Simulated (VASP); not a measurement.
# LiH (Fm-3m) in VASP: notebook

The runs below take LiH through single point, with r2SCAN, HSE06, PBE-based screened hybrid with 30 % exact exchange, PBE-based screened hybrid with 75 % exact exchange.

Everything below comes from runs of VASP 6.6.1. Logs are shortened: lines on timing, memory, paths and dates and some standing lists are left out, and cuts for length are marked.

### Step 1. The cell of the first run

It takes space group Fm-3m (No. 225, cubic). Conventional cell: a = 4.006 Å, b = 4.006 Å, c = 4.006 Å, α = 90.00°, β = 90.00°, γ = 90.00°. Li (site symmetry m-3m) has 6 H at 2.00 Å within 2.7 Å. Within 2.7 Å of H (site symmetry m-3m) lie 6 Li at 2.00 Å.

### Step 2. Single point, r2SCAN

Input file POSCAR:

```
LiH
1.0
    0.0000000000      2.0029948335      2.0029948335
    2.0029948335      0.0000000000      2.0029948335
    2.0029948335      2.0029948335      0.0000000000
Li H
1 1
Direct
    0.0000000000      0.0000000000      0.0000000000
    0.5000000000      0.5000000000      0.5000000000
```

Input file INCAR.step1:

```
SYSTEM = LiH
PREC = Accurate ; ENCUT = 520
ISMEAR = 0 ; SIGMA = 0.01
LREAL = .FALSE. ; LASPH = .TRUE.
NELM = 60 ; ISYM = 0
NBANDS = 9 ; GGA = PE
ALGO = Normal ; EDIFF = 1E-4
LWAVE = .TRUE. ; LCHARG = .FALSE.
```

Input file INCAR.step2:

```
SYSTEM = LiH
PREC = Accurate ; ENCUT = 520
EDIFF = 1E-6 ; ISMEAR = 0
SIGMA = 0.01 ; LREAL = .FALSE.
LASPH = .TRUE. ; NELM = 60
ALGO = Normal ; ISIF = 2
LWAVE = .FALSE. ; LCHARG = .FALSE.
METAGGA = R2SCAN ; LMIXTAU = .TRUE.
ISYM = 0 ; NBANDS = 9
ISTART = 1
```

Input file KPOINTS:

```
Automatic mesh
0
G
  8 8 8
  0 0 0
```

Potentials or basis: VASP PAW PBE potentials, release 64 (Li_sv, H).

Launch:

```
$ cat potpaw_PBE.64/Li_sv/POTCAR potpaw_PBE.64/H/POTCAR > POTCAR
$ cp INCAR.step1 INCAR
$ mpirun -np 1 vasp_std > vasp.out
$ cp INCAR.step2 INCAR
$ mpirun -np 1 vasp_std > vasp.out
```

OUTCAR:

```text
SYSTEM = LiH
   PREC = Accurate
   ENCUT = 520
   EDIFF = 1E-6
   ISMEAR = 0
   LREAL = .FALSE.
   LASPH = .TRUE.
   NELM = 60
   ISIF = 2
   METAGGA = R2SCAN
   ISYM = 0
   ISTART = 1

 ion  position               nearest neighbor table
   1  0.000  0.000  0.000-
   2  0.500  0.500  0.500-

IMPORTANT INFORMATION: All symmetrisations will be switched off!
NOSYMM: (Re-)initialisation of all symmetry stuff for point group C_1.

----------------------------------------------------------------------------------------

                                     Primitive cell

  volume of cell :      16.0720

  direct lattice vectors                    reciprocal lattice vectors
     0.000000000  2.002994833  2.002994833    -0.249626206  0.249626206  0.249626206
     2.002994833  0.000000000  2.002994833     0.249626206 -0.249626206  0.249626206
     2.002994833  2.002994833  0.000000000     0.249626206  0.249626206 -0.249626206

  length of vectors
     2.832662459  2.832662459  2.832662459     0.432365271  0.432365271  0.432365271

  position of ions in fractional coordinates (direct lattice)
     0.000000000  0.000000000  0.000000000
     0.500000000  0.500000000  0.500000000

  ion indices of the primitive-cell ions
   primitive index   ion index
                 1           1
                 2           2

----------------------------------------------------------------------------------------

 KPOINTS: Automatic mesh

Automatic generation of k-mesh.
 Grid dimensions read from file:
 generate k-points for:    8    8    8

 Generating k-lattice:

  Cartesian coordinates                     Fractional coordinates (reciprocal lattice)
    -0.031203276  0.031203276  0.031203276     0.125000000  0.000000000  0.000000000
     0.031203276 -0.031203276  0.031203276     0.000000000  0.125000000  0.000000000
     0.031203276  0.031203276 -0.031203276     0.000000000  0.000000000  0.125000000

  Length of vectors
     0.054045659  0.054045659  0.054045659

  Shift w.r.t. Gamma in fractional coordinates (k-lattice)
     0.000000000  0.000000000  0.000000000

 Subroutine IBZKPT returns following result:
 ===========================================

 Found    260 irreducible k-points:

 Following reciprocal coordinates:
            Coordinates               Weight
  0.000000  0.000000  0.000000      1.000000
  0.125000  0.000000  0.000000      2.000000
  0.000000  0.125000  0.000000      2.000000
  0.000000  0.000000  0.125000      2.000000
  0.125000  0.125000  0.125000      2.000000
  0.250000  0.000000  0.000000      2.000000
[... 16 lines left out ...]
  0.125000  0.000000  0.250000      2.000000
  0.125000  0.125000 -0.125000      2.000000
 [... further k-points ...]
   k-points           NKPTS =    260   k-points in BZ     NKDIM =    260   number of bands    NBANDS=      9
   number of dos      NEDOS =    301   number of ions     NIONS =      2
   total plane-waves  NPLWV =  13824
   dimension x,y,z NGX =    24 NGY =   24 NGZ =   24
   dimension x,y,z NGXF=    48 NGYF=   48 NGZF=   48
   ions per type =               1   1
   NGX,Y,Z   is equivalent  to a cutoff of  14.09, 14.09, 14.09 a.u.
   NGXF,Y,Z  is equivalent  to a cutoff of  28.17, 28.17, 28.17 a.u.
 SYSTEM =  LiH
   PREC   = accura    normal or accurate (medium, high low for compatibility)
   ISTART =      1    job   : 0-new  1-cont  2-samecut
   ICHARG =      0    charge: 1-file 2-atom 10-const
   ISPIN  =      1    spin polarized calculation?
   LNONCOLLINEAR =      F non collinear calculations
   LSORBIT =      F    spin-orbit coupling
   LASPH  =      T    aspherical Exc in radial PAW
   ENCUT  =  520.0 eV  38.22 Ry    6.18 a.u.   5.27  5.27  5.27*2*pi/ulx,y,z
   NELM   =     60;   NELMIN=  2; NELMDL=  0     # of ELM steps
   EDIFF  = 0.1E-05   stopping-criterion for ELM
   LREAL  =      F    real-space projection
   EDIFFG = 0.1E-04   stopping-criterion for IOM
   NSW    =      0    number of steps for IOM
   IBRION =     -1    ionic relax: 0-MD 1-quasi-New 2-CG
   NFREE  =      0    steps in history (QN), initial steepest desc. (CG)
   ISIF   =      2    stress and relaxation
   ISYM   =      0    0-nonsym 1-usesym 2-fastsym
   POTIM  = 0.5000    time-step for ionic-motion
   TEBEG  =    0.0;   TEEND  =   0.0 temperature during run
   PSTRESS=    0.0 pullay stress
   NELECT =       4.0000    total number of electrons
   NUPDOWN=      -1.0000    fix difference up-down
   EMIN   =  10.00;   EMAX   =-10.00  energy-range for DOS
   EFERMI =   0.00;   METHOD = LEGACY
   ISMEAR =     0;   SIGMA  =   0.01  broadening in eV -4-tet -1-fermi 0-gaus
   EFERMI_NEDOS =   21; number of points for ismear=-14 and -15
   IALGO  =     38    algorithm
   IMIX   =      4    mixing-type and parameters
     AMIX     =   0.40;   BMIX     =  1.00
     AMIX_MAG =   1.60;   BMIX_MAG =  1.00
  volume/ion in A,a.u.               =       8.04        54.23
  Fermi-wavevector in a.u.,A,eV,Ry     =   1.029765  1.945975 14.427849  1.060417
  Thomas-Fermi vector in A             =   2.163830
   LORBIT       =      0    0 simple, 1 ext, 2 COOP (PROOUT), +10 PAW based schemes
   METAGGA = R2SCAN    functional components
   LHFCALC =     F    Hartree Fock is set to
   AEXX    =    0.0000 exact exchange contribution
   IVDW    =     0    specifies the selected vdW correction
   LEPSILON=     F    determine dielectric tensor
   LRPA    =     F    only Hartree local field effects (RPA)
 non-spin polarized calculation
 Gauss-broadening in eV      SIGMA  =   0.01
  energy-cutoff  :      520.00
  volume of cell :       16.07
 maximum number of plane-waves:       445
 NGX is ok and might be reduce to    24
   NGX = 11   NGY = 11   NGZ = 11

 number of electron       3.9999995 magnetization

 Free energy of the ion-electron system (eV)
  ---------------------------------------------------
  ext. energy  EPLUGINS =         0.00000000
  ---------------------------------------------------
  free energy    TOTEN  =        -6.81746169 eV

  energy without entropy =       -6.81746169  energy(sigma->0) =       -6.81746169

 E-fermi :   0.0542     XC(G=0):  -8.8303

 val. band max:       -0.1777035381   @ k =   0.0000   0.5000   0.5000
 cond. band min:       3.4036861362   @ k =   0.0000   0.5000   0.5000
 fundamental gap:      3.5813896743
 Fermi energy:         0.0541973741

 k-point     1 :       0.0000    0.0000    0.0000
  band No.  band energies     occupation
      1     -45.9095      2.00000
      2      -5.6308      2.00000
      3      17.4876      0.00000
      4      19.2417      0.00000
      5      19.2417      0.00000
      6      19.2424      0.00000
      7      23.6700      0.00000
      8      23.6700      0.00000
      9      23.6701      0.00000

 k-point     2 :       0.1250    0.0000    0.0000
  band No.  band energies     occupation
      1     -45.9030      2.00000
      2      -5.3501      2.00000
      3      14.8713      0.00000
      4      17.8861      0.00000
      5      18.6049      0.00000
      6      18.6054      0.00000
      7      23.6140      0.00000
      8      25.0867      0.00000
      9      25.0870      0.00000

 k-point     3 :       0.0000    0.1250    0.0000
  band No.  band energies     occupation
      1     -45.9030      2.00000
      2      -5.3501      2.00000
      3      14.8713      0.00000
      4      17.8861      0.00000
      5      18.6049      0.00000
      6      18.6054      0.00000
      7      23.6140      0.00000
      8      25.0867      0.00000
      9      25.0870      0.00000

 k-point     4 :       0.0000    0.0000    0.1250
  band No.  band energies     occupation
      1     -45.9030      2.00000
      2      -5.3501      2.00000
      3      14.8713      0.00000
      4      17.8861      0.00000
      5      18.6049      0.00000
      6      18.6054      0.00000
      7      23.6140      0.00000
      8      25.0867      0.00000
      9      25.0870      0.00000

 k-point     5 :       0.1250    0.1250    0.1250
  band No.  band energies     occupation
      1     -45.9030      2.00000
      2      -5.3501      2.00000
      3      14.8713      0.00000
      4      17.8864      0.00000
      5      18.6049      0.00000
      6      18.6049      0.00000
      7      23.6145      0.00000
      8      25.0867      0.00000
      9      25.0867      0.00000

 k-point     6 :       0.2500    0.0000    0.0000
  band No.  band energies     occupation
      1     -45.8870      2.00000
      2      -4.5493      2.00000
      3      10.4544      0.00000
      4      16.2904      0.00000
      5      17.8722      0.00000
      6      17.8727      0.00000
      7      23.2247      0.00000
      8      23.2249      0.00000
      9      25.2815      0.00000
[... 169 lines left out ...]
 k-point    21 :       0.2500    0.1250    0.0000
  band No.  band energies     occupation
      1     -45.8881      2.00000
      2      -4.5955      2.00000
      3      11.8535      0.00000
      4      14.9030      0.00000
      5      15.5089      0.00000
      6      19.6622      0.00000
      7      21.3504      0.00000
      8      24.4593      0.00000
      9      27.6623      0.00000

 k-point    22 :       0.0000    0.2500    0.1250
  band No.  band energies     occupation
      1     -45.8881      2.00000
      2      -4.5955      2.00000
      3      11.8535      0.00000
      4      14.9030      0.00000
      5      15.5089      0.00000
      6      19.6622      0.00000
      7      21.3504      0.00000
      8      24.4593      0.00000
      9      27.6623      0.00000

 k-point    23 :       0.1250    0.0000    0.2500
  band No.  band energies     occupation
      1     -45.8881      2.00000
      2      -4.5955      2.00000
      3      11.8535      0.00000
      4      14.9030      0.00000
      5      15.5089      0.00000
      6      19.6622      0.00000
      7      21.3504      0.00000
      8      24.4593      0.00000
      9      27.6623      0.00000

 k-point    24 :       0.1250    0.1250   -0.1250
  band No.  band energies     occupation
      1     -45.8881      2.00000
      2      -4.5955      2.00000
      3      11.8536      0.00000
      4      14.9031      0.00000
      5      15.5086      0.00000
      6      19.6625      0.00000
      7      21.3505      0.00000
      8      24.4592      0.00000
      9      27.6620      0.00000

 [... further k-points ...]

------------------------ aborting loop because EDIFF is reached ----------------------------------------

  FORCE on cell =-STRESS in cart. coord.  units (eV):
  Direction    XX          YY          ZZ          XY          YZ          ZX
  --------------------------------------------------------------------------------------
  -------------------------------------------------------------------------------------
  Total       -0.0537135     -0.0537133     -0.0537133      0.0005528      0.0005530      0.0005531
  in kB       -5.3545694     -5.3545539     -5.3545493      0.0551027      0.0551252      0.0551333
  external PRESSURE =      -5.3545576 kB  Pullay stress =       0.0000000 kB

 VOLUME and BASIS-vectors are now :
 -----------------------------------------------------------------------------
  energy-cutoff  :      520.00
  volume of cell :       16.07
      direct lattice vectors                 reciprocal lattice vectors
     0.000000000  2.002994833  2.002994833    -0.249626206  0.249626206  0.249626206
     2.002994833  0.000000000  2.002994833     0.249626206 -0.249626206  0.249626206
     2.002994833  2.002994833  0.000000000     0.249626206  0.249626206 -0.249626206

 POSITION                                       TOTAL-FORCE (eV/Angst)
 -----------------------------------------------------------------------------------
      0.00000      0.00000      0.00000         0.000000     -0.000000      0.000000
      2.00299      2.00299      2.00299        -0.000000      0.000000     -0.000000
 -----------------------------------------------------------------------------------
    total drift:                                0.000000     -0.000000      0.000000

  FREE ENERGIE OF THE ION-ELECTRON SYSTEM (eV)
  ---------------------------------------------------
  free  energy   TOTEN  =        -6.8174616879 eV

  energy  without entropy=       -6.8174616879  energy(sigma->0) =       -6.81746169
```

Run time: 90 s. Hardware: 1 thread of Intel Xeon Platinum 8488C (Sapphire Rapids), shared host; peak memory 0.16 GiB.

Results:

* Free energy: -6.8175 eV
* Band gap on the k mesh: 3.58 eV

Levels at points of the mesh, in eV from the valence-band top:
| k point | band 1 | band 2 | band 3 | band 4 | band 5 | band 6 |
| --- | --- | --- | --- | --- | --- | --- |
| (0.00, 0.00, 0.00) | -45.73 | -5.45 | 17.67 | 19.42 | 19.42 | 19.42 |
| (0.50, 0.00, 0.00) | -45.69 | -2.64 | 5.68 | 14.96 | 18.18 | 18.18 |
| (0.00, 0.50, 0.00) | -45.69 | -2.64 | 5.68 | 14.96 | 18.18 | 18.18 |
| (0.00, 0.00, 0.50) | -45.69 | -2.64 | 5.68 | 14.96 | 18.18 | 18.18 |
| (0.50, 0.50, 0.50) | -45.69 | -2.64 | 5.68 | 14.96 | 18.18 | 18.18 |
| (0.50, 0.50, 0.00) | -45.67 | 0.00 | 3.58 | 11.75 | 11.75 | 15.05 |
| (0.00, 0.50, 0.50) | -45.67 | 0.00 | 3.58 | 11.75 | 11.75 | 15.05 |
| (0.50, 0.00, 0.50) | -45.67 | 0.00 | 3.58 | 11.75 | 11.75 | 15.05 |

Caveat: the cutoff is under 1.25 times the usual one of these potentials, so pressure, stress and relaxed cells hold a basis-set (Pulay) error; the PAW data sets were made with another functional, which shifts forces and pressure a little. A k mesh can miss the band edges.

(Part 1 of 3 ends here.)
